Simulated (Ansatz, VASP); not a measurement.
**Rb: VASP beside Ansatz**

The input INCAR:

```
SYSTEM = Rb
ALGO = Normal
EDIFF = 1E-6
ENCUT = 520
GGA = RP
ISIF = 2
ISMEAR = -1
LASPH = .True.
LCHARG = .True.
LELF = .True.
LREAL = .False.
LVHAR = .True.
LWAVE = .False.
NBANDS = 10
NELM = 80
PREC = Accurate
SIGMA = 0.1
```

File KPOINTS:

```
k-points
0
Gamma
  8 8 8
  0 0 0
```

Contents of POSCAR:

```
Rb
1.0
    4.8435365140      0.0000000000      0.0000000000
    0.0000000000      4.8435365140      0.0000000000
    0.0000000000      0.0000000000      4.8435365140
Rb
1
Direct
    0.0000000000      0.0000000000      0.0000000000
```

Input for Ansatz:

```yaml
crystal:
  lattice:
    - [4.843536514, 0.0, 0.0]
    - [0.0, 4.843536514, 0.0]
    - [0.0, 0.0, 4.843536514]
  atoms:
    - { symbol: Rb, position: [0.0, 0.0, 0.0] }
hamiltonian:
  xc: rpbe
  pseudopotentials:
    kind: paw
    azcp:
      Rb: "pseudopotentials/Rb.paw.azcp"
basis:
  ecutwfc: 420
  fft_grid_basis: typed
kpoints:
  mp_grid: { grid: [8, 8, 8], shift: [0, 0, 0] }
magnetization:
  spin_polarized: false
scf:
  occupations: { method: fermi_dirac, width: 0.1 }
  lower_state_search: "off"
output:
  stress: true
```

Alike in both runs: task single point; functional RPBE; k mesh 8 × 8 × 8; occupations fermi-dirac, width 0.1 eV; no spin polarisation.

```csv
,VASP,Ansatz
version,VASP 6.6.1,Ansatz 0.2.0
potentials or method,"VASP PAW PBE potentials, release 64 (Rb_sv), cutoff 520 eV","plane waves (420 eV) with PAW, scalar-relativistic"
valence electrons in the cell,9,9
```

```csv
,VASP,Ansatz,Ansatz less VASP
pressure (GPa),-0.1,-0.1,0.00
```

VASP's potentials were made for PBE, not for RPBE. With one functional, cell and mesh, what is left measures potentials, basis and numerics.
